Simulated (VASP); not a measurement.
A run of VASP 6.6.1:

File INCAR:

```
ALGO = Normal
EDIFF = 1E-8
ENCUT = 520
GGA = PE
GGA_COMPAT = F
ISIF = 2
ISMEAR = 0
LASPH = T
LCHARG = F
LEPSILON = T
LREAL = F
LWAVE = F
NELM = 120
PREC = Accurate
SIGMA = 0.01
```

File KPOINTS:

```
k-points
0
Gamma
  6 6 6
```

The input POSCAR:

```
BeSe
1.0
    0.0000000000      2.5350000000      2.5350000000
    2.5350000000      0.0000000000      2.5350000000
    2.5350000000      2.5350000000      0.0000000000
Be Se
1 1
Direct
    0.0000000000      0.0000000000      0.0000000000
    0.2500000000      0.2500000000      0.2500000000
```

Potentials or basis: VASP PAW PBE potentials, release 64 (Be, Se).

Command:

```console
$ cat potpaw_PBE.64/Be/POTCAR potpaw_PBE.64/Se/POTCAR > POTCAR
$ mpirun -np 1 vasp_std > vasp.out
```

Hardware: 1 thread of Intel Xeon 6975P-C, with other jobs on the host.

**Question.** Estimate the wall time of this run.

**Answer.** It took 73 s on 1 thread of Intel Xeon 6975P-C (shared host), peak memory 0.18 GiB. Counts: scf iterations 101, k points 16.
